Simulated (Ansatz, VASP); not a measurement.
**MgSiN: VASP beside Ansatz**

```xyz
3
Lattice="3.0670 0.0000 0.0000 0.0000 3.0670 0.0000 0.0000 0.0000 3.8248" Properties=species:S:1:pos:R:3 pbc="T T T"
Mg    0.0000    0.0000    0.0000
Si    1.5335    1.5335    1.9124
N     1.5335    1.5335    0.0000
```

Change from the starting cell: species swapped into the HoCoC type (P4/mmm, No. 123).

Alike in both runs: functional PBE; k mesh 16 × 16 × 12; occupations gaussian, width 0.1 eV; no spin polarisation.

Ansatz relaxed the structure, and its values are those at the end. VASP's run is a single point on that final structure, the one shown.

```csv
,VASP,Ansatz
version,VASP 6.6.1,Ansatz 0.2.0
potentials or method,"VASP PAW PBE potentials, release 64 (Mg, Si, N), cutoff 520 eV","scalar-relativistic, plane waves, PAW"
valence electrons in the cell,11,19
```

|  | VASP | Ansatz | Ansatz less VASP |
| --- | --- | --- | --- |
| gap on the k mesh at the Fermi level (eV) | none | none | - |
| pressure (GPa) | -0.3 | 0.0 | +0.29 |

A gap of «none» marks a metal or a gap that the smearing closes. VASP's potentials hold 11 valence electrons a cell and Ansatz's 19, so a difference there can come from the potentials and not from the codes.
